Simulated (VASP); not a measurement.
Here is a VASP 6.6.1 calculation.

Contents of INCAR:

```
  ALGO = Normal
  EDIFF = 1E-8
  ENCUT = 520
  GGA = PE
  ISIF = 2
  ISMEAR = -1
  LASPH = True
  LCHARG = False
  LEFG = True
  LREAL = False
  LWAVE = False
  NBANDS = 28
  NELM = 80
  PREC = Accurate
  SIGMA = 0.08
```

Contents of KPOINTS:

```
k-points
0
Gamma
  7 7 7
```

File POSCAR:

```
BaTiO3
1.0
    3.9729548958      0.0000000000      0.0000000000
    0.0000000000      3.9729548958      0.0000000000
    0.0000000000      0.0000000000      3.9910327445
Ba Ti O
1 1 3
Direct
    0.0000000000      0.0000000000      0.0000000000
    0.5000000000      0.5000000000      0.4820000000
    0.5000000000      0.5000000000      0.0160000000
    0.5000000000      0.0000000000      0.5150000000
    0.0000000000      0.5000000000      0.5150000000
```

Potentials or basis: VASP PAW PBE potentials, release 64 (Ba_sv, Ti_sv, O).

Launch:

```sh
$ cat potpaw_PBE.64/Ba_sv/POTCAR potpaw_PBE.64/Ti_sv/POTCAR potpaw_PBE.64/O/POTCAR > POTCAR
$ mpirun -np 1 vasp_std > vasp.out
```

(1) What does it give for the pressure?

(2) What does it give for the band gap on the k mesh?

Answers

(1) 8.2 GPa.

(2) 1.92 eV, indirect (least direct gap 2.13 eV).

Caveat: without QUAD_EFG the Cq values of the log hold for a quadrupole moment of 1 mb, not for the nuclei; spin-orbit coupling is left out, which moves the levels of the heavy elements.
